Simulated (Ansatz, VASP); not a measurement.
One calculation of CdS, two programs

INCAR

```
SYSTEM = CdS
PREC = Accurate ; ENCUT = 520
EDIFF = 1E-8 ; ISMEAR = -1
SIGMA = 0.03 ; LREAL = .False.
LASPH = .True. ; NELM = 80
ALGO = Normal ; ISIF = 2
LWAVE = .False. ; LCHARG = .False.
GGA = PS ; LEFG = .True.
NBANDS = 16
```

KPOINTS

```
Automatic mesh
0
Gamma
  7 7 7
  0 0 0
```

The input POSCAR:

```
CdS
1.0
    0.0000000000      2.9165000000      2.9165000000
    2.9165000000      0.0000000000      2.9165000000
    2.9165000000      2.9165000000      0.0000000000
Cd S
1 1
Direct
    0.0375000000     -0.0125000000     -0.0125000000
    0.2125000000      0.2625000000      0.2625000000
```

Input for Ansatz:

```yaml
crystal:
  lattice:
    - [0.0, 2.9165, 2.9165]
    - [2.9165, 0.0, 2.9165]
    - [2.9165, 2.9165, 0.0]
  atoms:
    - { symbol: Cd, position: [0.0375, -0.0125, -0.0125] }
    - { symbol: S, position: [0.2125, 0.2625, 0.2625] }
kpoints:
  mp_grid: { grid: [7, 7, 7] }
scf:
  occupations: { method: fermi_dirac, width: 0.03 }
hamiltonian:
  xc: pbesol
  pseudopotentials: { kind: paw }
output:
  forces: true
  stress: true
  eigenvalues: true
  efg: { contact_densities: true }
  populations: true
  write_density: true
  write_potential: true
  elf: true
  volumetric_format: npy
```

Change from the starting cell: shortest bond scaled by 1.1, PAW files.

Alike in both runs: task electric field gradients; functional PBEsol; k mesh 7 × 7 × 7; occupations fermi-dirac, width 0.03 eV; no spin polarisation.

```csv
,VASP,Ansatz
version,VASP 6.6.1,Ansatz 0.2.0
potentials or method,"VASP PAW PBE potentials, release 64 (Cd, S)","PAW with Ansatz's default frozen-core files, scalar-relativistic"
plane-wave cutoff (eV),520,420
valence electrons in the cell,18,26
```

Ansatz gave:

| Property | Result |
| --- | --- |
| pressure (GPa) | 0.8 |
| traceless stress, the component that is largest in VASP (GPa) | 1.93 |
| rms of the force components (eV/Å) | 0.395 |
| size of Vzz on the site where it differs most (V/Å²) | 108.9 |

**Question.** Estimate VASP's values.

**Answer.** Pressure (GPa): 1.2; traceless stress, the component that is largest in VASP (GPa): 2.04; rms of the force components (eV/Å): 0.407; size of Vzz on the site where it differs most (V/Å²): 119.9.

VASP's potentials were made for PBE, not for PBEsol. Atom by atom the forces differ by 0.012 eV/Å (rms over components). VASP's potentials hold 18 valence electrons a cell and Ansatz's 26, so a difference there can come from the potentials and not from the codes.
